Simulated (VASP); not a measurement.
# BeS (zincblende type) (F-43m) in VASP: a series of runs

BeS (zincblende type) is run at these levels: PBE; tasks: single point.

Everything below comes from runs of VASP 6.6.1. Logs are shortened: lines on timing, memory, paths and dates and some standing lists are left out, and cuts for length are marked.

## (1) The cell of the first run

Symmetry: F-43m, No. 216, cubic system. Conventional cell: a = 4.809 Å, b = 4.809 Å, c = 4.809 Å, α = 90.00°, β = 90.00°, γ = 90.00°. Within 2.8 Å of Be (site symmetry -43m) lie 4 S at 2.08 Å. Within 2.8 Å of S (site symmetry -43m) lie 4 Be at 2.08 Å.

## (2) Single point, PBE (volume scaled by 0.96)

File INCAR:

```
ALGO = Normal ; EDIFF = 1E-6
ENCUT = 520 ; GGA = PE
ISIF = 2 ; ISMEAR = -1
LASPH = True ; LCHARG = False
LREAL = False ; LWAVE = False
NBANDS = 11 ; NELM = 100
PREC = Accurate ; SIGMA = 0.05
```

File KPOINTS:

```
k-points
0
Gamma
  12 12 12
```

File POSCAR:

```
BeS
1.0
    0.0000000000      2.4047076016      2.4047076016
    2.4047076016      0.0000000000      2.4047076016
    2.4047076016      2.4047076016      0.0000000000
Be S
1 1
Direct
    0.0000000000      0.0000000000      0.0000000000
    0.2500000000      0.2500000000      0.2500000000
```

Potentials or basis: VASP PAW PBE potentials, release 64 (Be, S).

On the command line:

```bash
> cat potpaw_PBE.64/Be/POTCAR potpaw_PBE.64/S/POTCAR > POTCAR
> mpirun -np 1 vasp_std > vasp.out
```

OUTCAR:

```text
EDIFF = 1E-6
   ENCUT = 520
   GGA = PE
   ISIF = 2
   ISMEAR = -1
   LASPH = True
   LREAL = False
   NELM = 100
   PREC = Accurate

 ion  position               nearest neighbor table
   1  0.000  0.000  0.000-   2 2.08   2 2.08   2 2.08   2 2.08
   2  0.250  0.250  0.250-   1 2.08   1 2.08   1 2.08   1 2.08

  LATTYP: Found a face centered cubic cell.
 ALAT       =     4.8094152032

  Lattice vectors:

 A1 = (   0.0000000000,   2.4047076016,   2.4047076016)
 A2 = (   2.4047076016,   0.0000000000,   2.4047076016)
 A3 = (   2.4047076016,   2.4047076016,   0.0000000000)

Analysis of symmetry for initial positions (statically):
=====================================================================
 Subroutine PRICEL returns:
 Original cell was already a primitive cell.

 Routine SETGRP: Setting up the symmetry group for a
 face centered cubic supercell.

 Subroutine GETGRP returns: Found 24 space group operations
 (whereof 24 operations were pure point group operations)
 out of a pool of 48 trial point group operations.

The static configuration has the point symmetry T_d .

Analysis of symmetry for dynamics (positions and initial velocities):
=====================================================================
 Subroutine PRICEL returns:
 Original cell was already a primitive cell.

 Routine SETGRP: Setting up the symmetry group for a
 face centered cubic supercell.

 Subroutine GETGRP returns: Found 24 space group operations
 (whereof 24 operations were pure point group operations)
 out of a pool of 48 trial point group operations.

The dynamic configuration has the point symmetry T_d .

 Subroutine INISYM returns: Found 24 space group operations
 (whereof 24 operations are pure point group operations),
 and found     1 'primitive' translations

----------------------------------------------------------------------------------------

                                     Primitive cell

  volume of cell :      27.8110

  direct lattice vectors                    reciprocal lattice vectors
     0.000000000  2.404707602  2.404707602    -0.207925487  0.207925487  0.207925487
     2.404707602  0.000000000  2.404707602     0.207925487 -0.207925487  0.207925487
     2.404707602  2.404707602  0.000000000     0.207925487  0.207925487 -0.207925487

  length of vectors
     3.400770104  3.400770104  3.400770104     0.360137508  0.360137508  0.360137508

  position of ions in fractional coordinates (direct lattice)
     0.000000000  0.000000000  0.000000000
     0.250000000  0.250000000  0.250000000

  ion indices of the primitive-cell ions
   primitive index   ion index
                 1           1
                 2           2

----------------------------------------------------------------------------------------

 KPOINTS: k-points

Automatic generation of k-mesh.
 Grid dimensions read from file:
 generate k-points for:   12   12   12

 Generating k-lattice:

  Cartesian coordinates                     Fractional coordinates (reciprocal lattice)
    -0.017327124  0.017327124  0.017327124     0.083333333  0.000000000  0.000000000
     0.017327124 -0.017327124  0.017327124     0.000000000  0.083333333  0.000000000
     0.017327124  0.017327124 -0.017327124     0.000000000  0.000000000  0.083333333

  Length of vectors
     0.030011459  0.030011459  0.030011459

  Shift w.r.t. Gamma in fractional coordinates (k-lattice)
     0.000000000  0.000000000  0.000000000

 Subroutine IBZKPT returns following result:
 ===========================================

 Found     72 irreducible k-points:

 Following reciprocal coordinates:
            Coordinates               Weight
  0.000000  0.000000  0.000000      1.000000
  0.083333  0.000000  0.000000      8.000000
  0.166667  0.000000  0.000000      8.000000
  0.250000  0.000000  0.000000      8.000000
  0.333333  0.000000  0.000000      8.000000
  0.416667  0.000000  0.000000      8.000000
[... 16 lines left out ...]
  0.500000  0.166667  0.000000     24.000000
 -0.416667  0.166667  0.000000     24.000000
 [... further k-points ...]
   k-points           NKPTS =     72   k-points in BZ     NKDIM =     72   number of bands    NBANDS=     11
   number of dos      NEDOS =    301   number of ions     NIONS =      2
   total plane-waves  NPLWV =  21952
   dimension x,y,z NGX =    28 NGY =   28 NGZ =   28
   dimension x,y,z NGXF=    56 NGYF=   56 NGZF=   56
   ions per type =               1   1
   NGX,Y,Z   is equivalent  to a cutoff of  13.69, 13.69, 13.69 a.u.
   NGXF,Y,Z  is equivalent  to a cutoff of  27.38, 27.38, 27.38 a.u.
 SYSTEM =  unknown system
   PREC   = accura    normal or accurate (medium, high low for compatibility)
   ISTART =      0    job   : 0-new  1-cont  2-samecut
   ICHARG =      2    charge: 1-file 2-atom 10-const
   ISPIN  =      1    spin polarized calculation?
   LNONCOLLINEAR =      F non collinear calculations
   LSORBIT =      F    spin-orbit coupling
   LASPH  =      T    aspherical Exc in radial PAW
   ENCUT  =  520.0 eV  38.22 Ry    6.18 a.u.   6.32  6.32  6.32*2*pi/ulx,y,z
   NELM   =    100;   NELMIN=  2; NELMDL= -5     # of ELM steps
   EDIFF  = 0.1E-05   stopping-criterion for ELM
   LREAL  =      F    real-space projection
   EDIFFG = 0.1E-04   stopping-criterion for IOM
   NSW    =      0    number of steps for IOM
   IBRION =     -1    ionic relax: 0-MD 1-quasi-New 2-CG
   NFREE  =      0    steps in history (QN), initial steepest desc. (CG)
   ISIF   =      2    stress and relaxation
   ISYM   =      2    0-nonsym 1-usesym 2-fastsym
   POTIM  = 0.5000    time-step for ionic-motion
   TEBEG  =    0.0;   TEEND  =   0.0 temperature during run
   PSTRESS=    0.0 pullay stress
   NELECT =       8.0000    total number of electrons
   NUPDOWN=      -1.0000    fix difference up-down
   EMIN   =  10.00;   EMAX   =-10.00  energy-range for DOS
   EFERMI =   0.00;   METHOD = LEGACY
   ISMEAR =    -1;   SIGMA  =   0.05  broadening in eV -4-tet -1-fermi 0-gaus
   EFERMI_NEDOS =   21; number of points for ismear=-14 and -15
   IALGO  =     38    algorithm
   IMIX   =      4    mixing-type and parameters
     AMIX     =   0.40;   BMIX     =  1.00
     AMIX_MAG =   1.60;   BMIX_MAG =  1.00
  volume/ion in A,a.u.               =      13.91        93.84
  Fermi-wavevector in a.u.,A,eV,Ry     =   1.080685  2.042199 15.889980  1.167881
  Thomas-Fermi vector in A             =   2.216683
   LORBIT       =      0    0 simple, 1 ext, 2 COOP (PROOUT), +10 PAW based schemes
   GGA     = PE    functional components
[... 5 lines left out ...]
 non-spin polarized calculation
  energy-cutoff  :      520.00
  volume of cell :       27.81
 maximum number of plane-waves:       760
 NGX is ok and might be reduce to    28
   NGX = 13   NGY = 13   NGZ = 13

 number of electron       8.0000000 magnetization

 Free energy of the ion-electron system (eV)
  ---------------------------------------------------
  ext. energy  EPLUGINS =         0.00000000
  ---------------------------------------------------
  free energy    TOTEN  =        -9.99847062 eV

  energy without entropy =       -9.99847062  energy(sigma->0) =       -9.99847062

 E-fermi :   5.4510     XC(G=0):  -9.8356

 val. band max:        4.4392213376   @ k =   0.0000   0.0000   0.0000
 cond. band min:       7.4920165832   @ k =   0.5000   0.5000   0.0000
 fundamental gap:      3.0527952456
 Fermi energy:         5.4509520831

 k-point     1 :       0.0000    0.0000    0.0000
  band No.  band energies     occupation
      1      -9.4259      2.00000
      2       4.4392      2.00000
      3       4.4392      2.00000
      4       4.4392      2.00000
      5      10.0972      0.00000
      6      10.0972      0.00000
      7      10.0972      0.00000
      8      10.5412      0.00000
      9      17.3021      0.00000
     10      17.3021      0.00000
     11      19.5080      0.00000

 k-point     2 :       0.0833    0.0000    0.0000
  band No.  band energies     occupation
      1      -9.3436      2.00000
      2       3.8281      2.00000
      3       4.3408      2.00000
      4       4.3408      2.00000
      5      10.1043      0.00000
      6      10.2744      0.00000
      7      10.2744      0.00000
      8      11.1554      0.00000
      9      16.9069      0.00000
     10      16.9069      0.00000
     11      19.4213      0.00000

 k-point     3 :       0.1667    0.0000    0.0000
  band No.  band energies     occupation
      1      -9.1045      2.00000
      2       2.5023      2.00000
      3       4.0998      2.00000
      4       4.0998      2.00000
      5      10.0942      0.00000
      6      10.6806      0.00000
      7      10.6806      0.00000
      8      12.4967      0.00000
      9      16.3662      0.00000
     10      16.3662      0.00000
     11      19.1272      0.00000

 k-point     4 :       0.2500    0.0000    0.0000
  band No.  band energies     occupation
      1      -8.7356      2.00000
      2       1.0494      2.00000
      3       3.8199      2.00000
      4       3.8199      2.00000
      5      10.0714      0.00000
      6      11.0212      0.00000
      7      11.0212      0.00000
      8      13.9079      0.00000
      9      16.3646      0.00000
     10      16.3646      0.00000
     11      18.8362      0.00000
[... 239 lines left out ...]
 k-point    22 :       0.4167    0.1667    0.0000
  band No.  band energies     occupation
      1      -7.9346      2.00000
      2      -0.3846      2.00000
      3       2.5678      2.00000
      4       2.7998      2.00000
      5       9.7217      0.00000
      6      12.0382      0.00000
      7      12.5715      0.00000
      8      13.0447      0.00000
      9      18.1354      0.00000
     10      19.4649      0.00000
     11      20.0788      0.00000

 k-point    23 :       0.5000    0.1667    0.0000
  band No.  band energies     occupation
      1      -7.6300      2.00000
      2      -1.0514      2.00000
      3       2.2353      2.00000
      4       2.8412      2.00000
      5       9.8352      0.00000
      6      11.9497      0.00000
      7      12.3332      0.00000
      8      14.4123      0.00000
      9      18.0640      0.00000
     10      19.5173      0.00000
     11      20.6833      0.00000

 k-point    24 :      -0.4167    0.1667    0.0000
  band No.  band energies     occupation
      1      -7.5824      2.00000
      2      -1.1479      2.00000
      3       2.0145      2.00000
      4       3.0181      2.00000
      5      10.0517      0.00000
      6      11.8930      0.00000
      7      12.0943      0.00000
      8      15.5266      0.00000
      9      17.4525      0.00000
     10      17.9204      0.00000
     11      21.1200      0.00000

 [... further k-points ...]
[... 5 lines left out ...]
  --------------------------------------------------------------------------------------
  -------------------------------------------------------------------------------------
  Total        0.7222822      0.7222822      0.7222822      0.0000000      0.0000000      0.0000000
  in kB       41.6102853     41.6102853     41.6102853      0.0000000      0.0000000      0.0000000
  external PRESSURE =      41.6102853 kB  Pullay stress =       0.0000000 kB

 VOLUME and BASIS-vectors are now :
 -----------------------------------------------------------------------------
  energy-cutoff  :      520.00
  volume of cell :       27.81
      direct lattice vectors                 reciprocal lattice vectors
     0.000000000  2.404707602  2.404707602    -0.207925487  0.207925487  0.207925487
     2.404707602  0.000000000  2.404707602     0.207925487 -0.207925487  0.207925487
     2.404707602  2.404707602  0.000000000     0.207925487  0.207925487 -0.207925487

 POSITION                                       TOTAL-FORCE (eV/Angst)
 -----------------------------------------------------------------------------------
      0.00000      0.00000      0.00000        -0.000000     -0.000000     -0.000000
      1.20235      1.20235      1.20235         0.000000      0.000000      0.000000
 -----------------------------------------------------------------------------------
    total drift:                                0.000000      0.000000      0.000000

  FREE ENERGIE OF THE ION-ELECTRON SYSTEM (eV)
  ---------------------------------------------------
  free  energy   TOTEN  =        -9.9984706246 eV

  energy  without entropy=       -9.9984706246  energy(sigma->0) =       -9.99847062
```

Wall time 18 s (1 thread of Intel Xeon Platinum 8559C (Emerald Rapids), shared host); peak memory 0.16 GiB.

What came out:

```yaml
Free_energy: -9.9985 eV
Pressure: 4.2 GPa
Band_gap_on_the_k_mesh: 3.05 eV, indirect (least direct gap 5.66 eV)
```

Levels at points of the mesh, in eV from the valence-band top:
```tsv
k point	band 1	band 2	band 3	band 4	band 5	band 6	band 7	band 8	band 9
(0.00, 0.00, 0.00)	-13.87	0.00	0.00	0.00	5.66	5.66	5.66	6.10	12.86
(0.50, 0.00, 0.00)	-12.18	-5.95	-1.07	-1.07	5.57	6.56	6.56	11.33	15.06
(0.50, 0.50, 0.00)	-11.62	-5.15	-2.73	-2.73	3.05	4.89	12.99	12.99	15.90
```

Caveat: the cell differs from its parent crystal (volume scaled by 0.96).

## (3) Single point, PBE

This run uses another cell than the first one, of 14.48 Å³/atom, 1.042 times its volume.

File INCAR:

```
SYSTEM = BeS
ALGO = Normal ; EDIFF = 1E-6
ENCUT = 520 ; GGA = PE
ISIF = 2 ; ISMEAR = -1
LASPH = .TRUE. ; LCHARG = .FALSE.
LREAL = .FALSE. ; LWAVE = .FALSE.
NBANDS = 11 ; NELM = 60
PREC = Accurate ; SIGMA = 0.05
```

File KPOINTS:

```
k-points
0
G
  12 12 12
  0 0 0
```

File POSCAR:

```
BeS
1.0
    0.0000000000      2.4376528955      2.4376528955
    2.4376528955      0.0000000000      2.4376528955
    2.4376528955      2.4376528955      0.0000000000
Be S
1 1
Direct
    0.0000000000      0.0000000000      0.0000000000
    0.2500000000      0.2500000000      0.2500000000
```

Potentials or basis: VASP PAW PBE potentials, release 64 (Be, S).

On the command line:

```bash
> cat potpaw_PBE.64/Be/POTCAR potpaw_PBE.64/S/POTCAR > POTCAR
> mpirun -np 1 vasp_std > vasp.out
```

Wall time 17 s (1 thread of Intel Xeon Platinum 8559C (Emerald Rapids), shared host); peak memory 0.16 GiB.

The run converged. Its results:

```yaml
Free_energy: -10.0135 eV
Pressure: 0.1 GPa
Band_gap_on_the_k_mesh: 3.15 eV, indirect (least direct gap 5.68 eV)
```

Levels at points of the mesh, in eV from the valence-band top:
| k point | band 1 | band 2 | band 3 | band 4 | band 5 | band 6 | band 7 | band 8 | band 9 |
| --- | --- | --- | --- | --- | --- | --- | --- | --- | --- |
| (0.00, 0.00, 0.00) | -13.59 | 0.00 | 0.00 | 0.00 | 5.68 | 5.68 | 5.68 | 5.75 | 12.78 |
| (0.50, 0.00, 0.00) | -12.02 | -5.69 | -1.01 | -1.01 | 5.42 | 6.57 | 6.57 | 11.13 | 14.87 |
| (0.50, 0.50, 0.00) | -11.49 | -4.94 | -2.59 | -2.59 | 3.15 | 4.93 | 12.66 | 12.66 | 15.35 |

A k mesh can miss the band edges. As with any semilocal functional, this PBE gap is likely too small.

## (4) Single point, PBE (volume scaled by 0.98)

File INCAR:

```
SYSTEM = BeS
ALGO     = Normal         ! electronic algorithm
EDIFF    = 1E-6           ! SCF threshold, eV
ENCUT    = 520            ! plane-wave cutoff, eV
GGA      = PE             ! functional
ISIF     = 2              ! what is computed and relaxed
ISMEAR   = -1             ! smearing method
LASPH    = .TRUE.         ! aspherical terms in the spheres
LCHARG   = .FALSE.        ! write CHGCAR
LREAL    = .FALSE.        ! projectors in reciprocal space
LWAVE    = .FALSE.        ! write WAVECAR
NBANDS   = 11             ! bands
NELM     = 100            ! most SCF steps
PREC     = Accurate       ! precision mode
SIGMA    = 0.05           ! smearing width, eV
```

KPOINTS is that of step 3.

File POSCAR:

```
BeS
1.0
    0.0000000000      2.4212923160      2.4212923160
    2.4212923160      0.0000000000      2.4212923160
    2.4212923160      2.4212923160      0.0000000000
Be S
1 1
Direct
    0.0000000000      0.0000000000      0.0000000000
    0.2500000000      0.2500000000      0.2500000000
```

On the command line:

```bash
> cat potpaw_PBE.64/Be/POTCAR potpaw_PBE.64/S/POTCAR > POTCAR
> mpirun -np 1 vasp_std > vasp.out
```

It took 17 s on 1 thread of Intel Xeon Platinum 8559C (Emerald Rapids), shared host; peak memory 0.15 GiB.

It converged, with:

```yaml
Free_energy: -10.0097 eV
Pressure: 2.0 GPa
Band_gap_on_the_k_mesh: 3.10 eV, indirect (least direct gap 5.67 eV)
```

Levels at points of the mesh, in eV from the valence-band top:
```
           k point  band 1  band 2  band 3  band 4  band 5  band 6  band 7  band 8
(0.00, 0.00, 0.00)  -13.72    0.00    0.00    0.00    5.67    5.67    5.67    5.92
(0.50, 0.00, 0.00)  -12.10   -5.82   -1.04   -1.04    5.50    6.56    6.56   11.23
(0.50, 0.50, 0.00)  -11.55   -5.04   -2.66   -2.66    3.10    4.91   12.82   12.82
```

Caveat: the cell differs from its parent crystal (volume scaled by 0.98). A k mesh can miss the band edges.

## (5) Single point, PBE (volume scaled by 1.02)

File INCAR:

```
SYSTEM = BeS
  ALGO = Normal
  EDIFF = 1E-6
  ENCUT = 520
  GGA = PE
  ISIF = 2
  ISMEAR = -1
  LASPH = .True.
  LCHARG = .True.
  LELF = .True.
  LREAL = .False.
  LVHAR = .True.
  LWAVE = .False.
  NBANDS = 11
  NELM = 80
  PREC = Accurate
  SIGMA = 0.05
```

File KPOINTS:

```
k-points
0
Gamma
  12 12 12
  0 0 0
```

File POSCAR:

```
BeS
1.0
    0.0000000000      2.4537967627      2.4537967627
    2.4537967627      0.0000000000      2.4537967627
    2.4537967627      2.4537967627      0.0000000000
Be S
1 1
Direct
    0.0000000000      0.0000000000      0.0000000000
    0.2500000000      0.2500000000      0.2500000000
```

On the command line:

```bash
> cat potpaw_PBE.64/Be/POTCAR potpaw_PBE.64/S/POTCAR > POTCAR
> mpirun -np 1 vasp_std > vasp.out
```

It took 16 s on 1 thread of Intel Xeon Platinum 8559C (Emerald Rapids), shared host; peak memory 0.16 GiB.

The run converged. Its results:

* Free energy: -10.0106 eV
* Pressure: -1.7 GPa
* Band gap on the k mesh: 3.19 eV, indirect (least direct gap 5.59 eV)

Levels at points of the mesh, in eV from the valence-band top:
```csv
k point,band 2,band 3,band 4,band 5,band 6,band 7
"(0.00, 0.00, 0.00)",0.00,0.00,0.00,5.59,5.68,5.68
"(0.50, 0.00, 0.00)",-5.56,-0.99,-0.99,5.35,6.57,6.57
"(0.50, 0.50, 0.00)",-4.84,-2.52,-2.52,3.19,4.94,12.50
```

Caveat: the cell differs from its parent crystal (volume scaled by 1.02). A k mesh can miss the band edges.

## (6) Summary

```csv
cell,gap on the mesh (eV),pressure (GPa)
"a = 3.401 Å, angles 60.0°, 2 atoms",3.05,4.2
"a = 3.447 Å, angles 60.0°, 2 atoms",3.15,0.1
"a = 3.424 Å, angles 60.0°, 2 atoms",3.10,2.0
"a = 3.470 Å, angles 60.0°, 2 atoms",3.19,-1.7
```

Alike in all rows: task single point; level PBE; potentials or basis VASP PAW PBE potentials, release 64 (Be, S); no spin polarisation; k mesh 12 × 12 × 12; cutoff (eV) 520; smearing fermi-dirac 0.05 eV.

Absolute energies hang on the potentials; compare differences alone.
